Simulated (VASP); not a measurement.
Set up this calculation in VASP 6.6.1, as the native input.

| Item | Value |
| --- | --- |
| Task | single point |
| Functional | r2SCAN |
| Potentials or basis | VASP PAW PBE potentials, release 64 (Zr_sv) |
| Cutoff | 550 eV |
| k mesh | 12 × 12 × 12 |
| Occupations | fermi-dirac, width 0.1 eV |
| Spin | no spin polarisation |
| Dipole correction | no |
| Further INCAR settings | ALGO = Normal; EDIFF = 1e-06; NBANDS = 12 |

Crystal: Zr.

```
Zr
1.0
     2.82527    0.00000    0.00000
     0.00000    2.82527    0.00000
     0.00000    0.00000    2.82527
Zr
1
Cartesian
  0.0000 0.0000 0.0000
```

This cell differs from its parent crystal: volume scaled by 0.92.

These files were run (other wordings do the same):

POSCAR

```
Zr
1.0
    2.8252673688      0.0000000000      0.0000000000
    0.0000000000      2.8252673688      0.0000000000
    0.0000000000      0.0000000000      2.8252673688
Zr
1
Direct
    0.0000000000      0.0000000000      0.0000000000
```

INCAR.step1

```
ALGO     = Normal         # electronic algorithm
EDIFF    = 1E-5           # SCF threshold, eV
ENCUT    = 550            # plane-wave cutoff, eV
GGA      = PE             # functional
GGA_COMPAT= F            
ISMEAR   = -1             # smearing method
LASPH    = T              # aspherical terms in the spheres
LCHARG   = F              # write CHGCAR
LREAL    = F              # projectors in reciprocal space
LWAVE    = T              # write WAVECAR
NBANDS   = 12             # bands
NELM     = 120            # most SCF steps
PREC     = Accurate       # precision mode
SIGMA    = 0.1            # smearing width, eV
```

INCAR.step2

```
ALGO     = Normal         # electronic algorithm
EDIFF    = 1E-6           # SCF threshold, eV
ENCUT    = 550            # plane-wave cutoff, eV
GGA_COMPAT= F            
ISIF     = 2              # what is computed and relaxed
ISMEAR   = -1             # smearing method
ISTART   = 1            
LASPH    = T              # aspherical terms in the spheres
LCHARG   = F              # write CHGCAR
LMIXTAU  = T            
LREAL    = F              # projectors in reciprocal space
LWAVE    = F              # write WAVECAR
METAGGA  = R2SCAN         # meta-GGA
NBANDS   = 12             # bands
NELM     = 120            # most SCF steps
PREC     = Accurate       # precision mode
SIGMA    = 0.1            # smearing width, eV
```

KPOINTS

```
k-points
0
Gamma
  12 12 12
```

Potentials or basis: VASP PAW PBE potentials, release 64 (Zr_sv).

Launch:

```console
$ cat potpaw_PBE.64/Zr_sv/POTCAR > POTCAR
$ cp INCAR.step1 INCAR
$ mpirun -np 1 vasp_std > vasp.out
$ cp INCAR.step2 INCAR
$ mpirun -np 1 vasp_std > vasp.out
```

It gave:

| Property | Result |
| --- | --- |
| Pressure | 6.8 GPa |
| Band gap on the k mesh | zero (band 6 reaches 10.30 eV, above the bottom of band 7 at 7.01 eV) |

Caveat: the PAW data sets were made with another functional, which shifts forces and pressure a little.

Wall time 56 s on 1 thread of Intel(R) Xeon(R) Platinum 8259CL CPU @ 2.50GHz (Skylake/Cascade Lake), with other jobs on the host, peak memory 0.15 GiB.
